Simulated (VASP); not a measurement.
Input of a VASP 6.6.1 run:

Contents of INCAR:

```
SYSTEM = NaB6
ALGO = Fast
EDIFF = 1E-6
ENCUT = 520
GGA = PE
ISIF = 2
ISMEAR = 0
LASPH = .TRUE.
LCHARG = .FALSE.
LREAL = .FALSE.
LWAVE = .FALSE.
NBANDS = 22
NELM = 60
PREC = Accurate
SIGMA = 0.1
```

Contents of KPOINTS:

```
k-points
0
G
  12 12 12
  0 0 0
```

The input POSCAR:

```
NaB6
1.0
    2.2661019562      1.3083345744      2.9523795587
   -2.2661019562      1.3083345744      2.9523795587
    0.0000000000     -2.6166691489      2.9523795587
Na B
1 6
Direct
    0.0000000000      0.0000000000      0.0000000000
    0.9484409647      0.3768552503      0.3768552503
    0.6231447497      0.0515590353      0.6231447497
    0.6231447497      0.6231447497      0.0515590353
    0.3768552503      0.9484409647      0.3768552503
    0.0515590353      0.6231447497      0.6231447497
    0.3768552503      0.3768552503      0.9484409647
```

Potentials or basis: VASP PAW PBE potentials, release 64 (Na_pv, B).

The run is started by

```bash
$ cat potpaw_PBE.64/Na_pv/POTCAR potpaw_PBE.64/B/POTCAR > POTCAR
$ mpirun -np 1 vasp_std > vasp.out
```

Problem. What does it give for the band gap on the k mesh?

Solution. Zero (an odd number of electrons rules out a gap without spin polarisation).

Problem. Estimate the largest force.

Solution. 0.004 eV/Å.

Problem. What does it give for the pressure?

Solution. 0.3 GPa.

Stress tensor (GPa, compression positive):
```
0.24 0.00 0.00
0.00 0.24 0.00
0.00 0.00 0.39
```

Caveat: an odd number of electrons without spin polarisation forces a metal; a magnetic or distorted state may lie lower.
